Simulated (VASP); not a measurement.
# B (Fd-3m) in VASP: single point with PBEsol

Aim: the single point of B with PBEsol.

Everything below comes from runs of VASP 6.6.1. Logs are shortened: lines on timing, memory, paths and dates and some standing lists are left out, and cuts for length are marked.

## 1. The cell of the first run

The structure is cubic, space group Fd-3m (No. 227). Conventional cell: a = 4.032 Å, b = 4.032 Å, c = 4.032 Å, α = 90.00°, β = 90.00°, γ = 90.00°. Within 2.3 Å of B (site symmetry -43m) lie 4 B at 1.75 Å.

## 2. Single point, PBEsol

File INCAR:

```
SYSTEM = B
PREC = Accurate
ENCUT = 520
EDIFF = 1E-6
ISMEAR = -1
SIGMA = 0.13605693000000002
LREAL = .False.
LASPH = .True.
NELM = 80
ALGO = Normal
ISIF = 2
LWAVE = .False.
LCHARG = .True.
GGA = PS
LELF = .True.
LVHAR = .True.
NBANDS = 10
```

File KPOINTS:

```
regular mesh
0
Gamma
  11 11 11
  0 0 0
```

File POSCAR:

```
B
1.0
    0.0000000000      2.0162017309      2.0162017309
    2.0162017309      0.0000000000      2.0162017309
    2.0162017309      2.0162017309      0.0000000000
B
2
Direct
    0.0000000000      0.0000000000      0.0000000000
    0.2500000000      0.2500000000      0.2500000000
```

Potentials or basis: VASP PAW PBE potentials, release 64 (B).

Launch:

```
$ cat potpaw_PBE.64/B/POTCAR > POTCAR
$ mpirun -np 1 vasp_std > vasp.out
```

OUTCAR:

```text
SYSTEM = B
   PREC = Accurate
   ENCUT = 520
   EDIFF = 1E-6
   ISMEAR = -1
   LREAL = .False.
   LASPH = .True.
   NELM = 80
   ISIF = 2
   GGA = PS

 ion  position               nearest neighbor table
   1  0.000  0.000  0.000-   2 1.75   2 1.75   2 1.75   2 1.75
   2  0.250  0.250  0.250-   1 1.75   1 1.75   1 1.75   1 1.75

  LATTYP: Found a face centered cubic cell.
 ALAT       =     4.0324034618

  Lattice vectors:

 A1 = (   0.0000000000,   2.0162017309,   2.0162017309)
 A2 = (   2.0162017309,   0.0000000000,   2.0162017309)
 A3 = (   2.0162017309,   2.0162017309,   0.0000000000)

Analysis of symmetry for initial positions (statically):
=====================================================================
 Subroutine PRICEL returns:
 Original cell was already a primitive cell.

 Routine SETGRP: Setting up the symmetry group for a
 face centered cubic supercell.

 Subroutine GETGRP returns: Found 48 space group operations
 (whereof 24 operations were pure point group operations)
 out of a pool of 48 trial point group operations.

The static configuration has the point symmetry T_d .
 The point group associated with its full space group is O_h .

Analysis of symmetry for dynamics (positions and initial velocities):
=====================================================================
 Subroutine PRICEL returns:
 Original cell was already a primitive cell.

 Routine SETGRP: Setting up the symmetry group for a
 face centered cubic supercell.

 Subroutine GETGRP returns: Found 48 space group operations
 (whereof 24 operations were pure point group operations)
 out of a pool of 48 trial point group operations.

The dynamic configuration has the point symmetry T_d .
 The point group associated with its full space group is O_h .

 Subroutine INISYM returns: Found 48 space group operations
 (whereof 24 operations are pure point group operations),
 and found     1 'primitive' translations

----------------------------------------------------------------------------------------

                                     Primitive cell

  volume of cell :      16.3920

  direct lattice vectors                    reciprocal lattice vectors
     0.000000000  2.016201731  2.016201731    -0.247991058  0.247991058  0.247991058
     2.016201731  0.000000000  2.016201731     0.247991058 -0.247991058  0.247991058
     2.016201731  2.016201731  0.000000000     0.247991058  0.247991058 -0.247991058

  length of vectors
     2.851339832  2.851339832  2.851339832     0.429533112  0.429533112  0.429533112

  position of ions in fractional coordinates (direct lattice)
     0.000000000  0.000000000  0.000000000
     0.250000000  0.250000000  0.250000000

  ion indices of the primitive-cell ions
   primitive index   ion index
                 1           1
                 2           2

----------------------------------------------------------------------------------------

 KPOINTS: regular mesh

Automatic generation of k-mesh.
 Grid dimensions read from file:
 generate k-points for:   11   11   11

 Generating k-lattice:

  Cartesian coordinates                     Fractional coordinates (reciprocal lattice)
    -0.022544642  0.022544642  0.022544642     0.090909091  0.000000000  0.000000000
     0.022544642 -0.022544642  0.022544642     0.000000000  0.090909091  0.000000000
     0.022544642  0.022544642 -0.022544642     0.000000000  0.000000000  0.090909091

  Length of vectors
     0.039048465  0.039048465  0.039048465

  Shift w.r.t. Gamma in fractional coordinates (k-lattice)
     0.000000000  0.000000000  0.000000000

 Subroutine IBZKPT returns following result:
 ===========================================

 Found     56 irreducible k-points:

 Following reciprocal coordinates:
            Coordinates               Weight
  0.000000  0.000000  0.000000      1.000000
  0.090909  0.000000  0.000000      8.000000
  0.181818  0.000000  0.000000      8.000000
  0.272727  0.000000  0.000000      8.000000
  0.363636  0.000000  0.000000      8.000000
  0.454545  0.000000  0.000000      8.000000
[... 16 lines left out ...]
 -0.272727  0.181818  0.000000     24.000000
 -0.181818  0.181818  0.000000     12.000000
 [... further k-points ...]
   k-points           NKPTS =     56   k-points in BZ     NKDIM =     56   number of bands    NBANDS=     10
   number of dos      NEDOS =    301   number of ions     NIONS =      2
   total plane-waves  NPLWV =  13824
   dimension x,y,z NGX =    24 NGY =   24 NGZ =   24
   dimension x,y,z NGXF=    48 NGYF=   48 NGZF=   48
   ions per type =               2
   NGX,Y,Z   is equivalent  to a cutoff of  13.99, 13.99, 13.99 a.u.
   NGXF,Y,Z  is equivalent  to a cutoff of  27.99, 27.99, 27.99 a.u.
 SYSTEM =  B
   PREC   = accura    normal or accurate (medium, high low for compatibility)
   ISTART =      0    job   : 0-new  1-cont  2-samecut
   ICHARG =      2    charge: 1-file 2-atom 10-const
   ISPIN  =      1    spin polarized calculation?
   LNONCOLLINEAR =      F non collinear calculations
   LSORBIT =      F    spin-orbit coupling
   LASPH  =      T    aspherical Exc in radial PAW
   ENCUT  =  520.0 eV  38.22 Ry    6.18 a.u.   5.30  5.30  5.30*2*pi/ulx,y,z
   NELM   =     80;   NELMIN=  2; NELMDL= -5     # of ELM steps
   EDIFF  = 0.1E-05   stopping-criterion for ELM
   LREAL  =      F    real-space projection
   EDIFFG = 0.1E-04   stopping-criterion for IOM
   NSW    =      0    number of steps for IOM
   IBRION =     -1    ionic relax: 0-MD 1-quasi-New 2-CG
   NFREE  =      0    steps in history (QN), initial steepest desc. (CG)
   ISIF   =      2    stress and relaxation
   ISYM   =      2    0-nonsym 1-usesym 2-fastsym
   POTIM  = 0.5000    time-step for ionic-motion
   TEBEG  =    0.0;   TEEND  =   0.0 temperature during run
   PSTRESS=    0.0 pullay stress
   NELECT =       6.0000    total number of electrons
   NUPDOWN=      -1.0000    fix difference up-down
   EMIN   =  10.00;   EMAX   =-10.00  energy-range for DOS
   EFERMI =   0.00;   METHOD = LEGACY
   ISMEAR =    -1;   SIGMA  =   0.14  broadening in eV -4-tet -1-fermi 0-gaus
   EFERMI_NEDOS =   21; number of points for ismear=-14 and -15
   IALGO  =     38    algorithm
   IMIX   =      4    mixing-type and parameters
     AMIX     =   0.40;   BMIX     =  1.00
     AMIX_MAG =   1.60;   BMIX_MAG =  1.00
  volume/ion in A,a.u.               =       8.20        55.31
  Fermi-wavevector in a.u.,A,eV,Ry     =   1.171066  2.212993 18.658960  1.371395
  Thomas-Fermi vector in A             =   2.307515
   LORBIT       =      0    0 simple, 1 ext, 2 COOP (PROOUT), +10 PAW based schemes
   GGA     = PS    functional components
   LHFCALC =     F    Hartree Fock is set to
   AEXX    =    0.0000 exact exchange contribution
   IVDW    =     0    specifies the selected vdW correction
   LEPSILON=     F    determine dielectric tensor
   LRPA    =     F    only Hartree local field effects (RPA)
 non-spin polarized calculation
  energy-cutoff  :      520.00
  volume of cell :       16.39
 maximum number of plane-waves:       459
 NGX is ok and might be reduce to    24
   NGX = 11   NGY = 11   NGZ = 11

 number of electron       6.0000000 magnetization

 Free energy of the ion-electron system (eV)
  ---------------------------------------------------
  ext. energy  EPLUGINS =         0.00000000
  ---------------------------------------------------
  free energy    TOTEN  =       -12.15103921 eV

  energy without entropy =      -12.09196775  energy(sigma->0) =      -12.12150348

 E-fermi :   3.8380     XC(G=0): -11.3565

 val. band max:        3.8253837326   @ k =  -0.4545   0.1818   0.0909
 cond. band min:       3.9121593225   @ k =   0.4545   0.1818   0.0000
 fundamental gap:      0.0867755899
 Fermi energy:         3.8380093704

 k-point     1 :       0.0000    0.0000    0.0000
  band No.  band energies     occupation
      1      -9.1507      2.00000
      2       7.9450      0.00000
      3       7.9450      0.00000
      4       7.9450      0.00000
      5      12.0775      0.00000
      6      12.0775      0.00000
      7      12.0775      0.00000
      8      20.6648      0.00000
      9      22.6272      0.00000
     10      26.9649      0.00000

 k-point     2 :       0.0909    0.0000    0.0000
  band No.  band energies     occupation
      1      -8.9697      2.00000
      2       6.7199      0.00000
      3       7.6043      0.00000
      4       7.6043      0.00000
      5      12.5253      0.00000
      6      12.5253      0.00000
      7      12.8915      0.00000
      8      20.5933      0.00000
      9      22.9424      0.00000
     10      25.0645      0.00000

 k-point     3 :       0.1818    0.0000    0.0000
  band No.  band energies     occupation
      1      -8.4284      2.00000
      2       4.3819      0.03607
      3       6.9263      0.00000
      4       6.9263      0.00000
      5      13.3958      0.00000
      6      13.3958      0.00000
      7      14.0979      0.00000
      8      20.3917      0.00000
      9      23.5862      0.00000
     10      23.8218      0.00000

 k-point     4 :       0.2727    0.0000    0.0000
  band No.  band energies     occupation
      1      -7.5318      2.00000
      2       1.8728      2.00000
      3       6.2903      0.00000
      4       6.2903      0.00000
      5      14.0179      0.00000
      6      14.0179      0.00000
      7      15.0119      0.00000
      8      20.0981      0.00000
      9      23.8806      0.00000
     10      23.8807      0.00000
[... 222 lines left out ...]
 k-point    22 :      -0.3636    0.1818    0.0000
  band No.  band energies     occupation
      1      -4.6956      2.00000
      2      -1.4072      2.00000
      3       2.9324      1.99743
      4       5.0507      0.00027
      5      13.4633      0.00000
      6      15.7933      0.00000
      7      17.6826      0.00000
      8      20.4449      0.00000
      9      22.7921      0.00000
     10      24.1990      0.00000

 k-point    23 :      -0.2727    0.1818    0.0000
  band No.  band energies     occupation
      1      -6.1186      2.00000
      2       0.7514      2.00000
      3       2.8802      1.99825
      4       5.7750      0.00000
      5      14.1479      0.00000
      6      15.0831      0.00000
      7      17.0241      0.00000
      8      19.7076      0.00000
      9      22.3325      0.00000
     10      23.7589      0.00000

 k-point    24 :      -0.1818    0.1818    0.0000
  band No.  band energies     occupation
      1      -7.2352      2.00000
      2       2.8844      1.99819
      3       3.3178      1.95723
      4       6.5570      0.00000
      5      14.1188      0.00000
      6      14.7171      0.00000
      7      15.8643      0.00000
      8      19.3062      0.00000
      9      21.7124      0.00000
     10      24.1980      0.00000

 [... further k-points ...]
[... 5 lines left out ...]
  --------------------------------------------------------------------------------------
  -------------------------------------------------------------------------------------
  Total        0.0353676      0.0353676      0.0353676      0.0000000     -0.0000000      0.0000000
  in kB        3.4568785      3.4568785      3.4568785      0.0000000     -0.0000000      0.0000000
  external PRESSURE =       3.4568785 kB  Pullay stress =       0.0000000 kB

 VOLUME and BASIS-vectors are now :
 -----------------------------------------------------------------------------
  energy-cutoff  :      520.00
  volume of cell :       16.39
      direct lattice vectors                 reciprocal lattice vectors
     0.000000000  2.016201731  2.016201731    -0.247991058  0.247991058  0.247991058
     2.016201731  0.000000000  2.016201731     0.247991058 -0.247991058  0.247991058
     2.016201731  2.016201731  0.000000000     0.247991058  0.247991058 -0.247991058

 POSITION                                       TOTAL-FORCE (eV/Angst)
 -----------------------------------------------------------------------------------
      0.00000      0.00000      0.00000        -0.000000     -0.000000     -0.000000
      1.00810      1.00810      1.00810         0.000000      0.000000      0.000000
 -----------------------------------------------------------------------------------
    total drift:                               -0.000000      0.000000      0.000000

  FREE ENERGIE OF THE ION-ELECTRON SYSTEM (eV)
  ---------------------------------------------------
  free  energy   TOTEN  =       -12.1510392117 eV

  energy  without entropy=      -12.0919677451  energy(sigma->0) =      -12.12150348
```

Run time: 14 s. Hardware: 1 thread of AMD EPYC 7R13 (Zen 3), shared host; peak memory 0.1 GiB.

What came out:

| Quantity | Value |
| --- | --- |
| Free energy | -12.1510 eV |
| Pressure | 0.3 GPa |
| Band gap on the k mesh | zero (band 3 reaches 7.95 eV, above the bottom of band 4 at 1.35 eV) |

Caveat: the PAW data sets were made with another functional, which shifts forces and pressure a little.
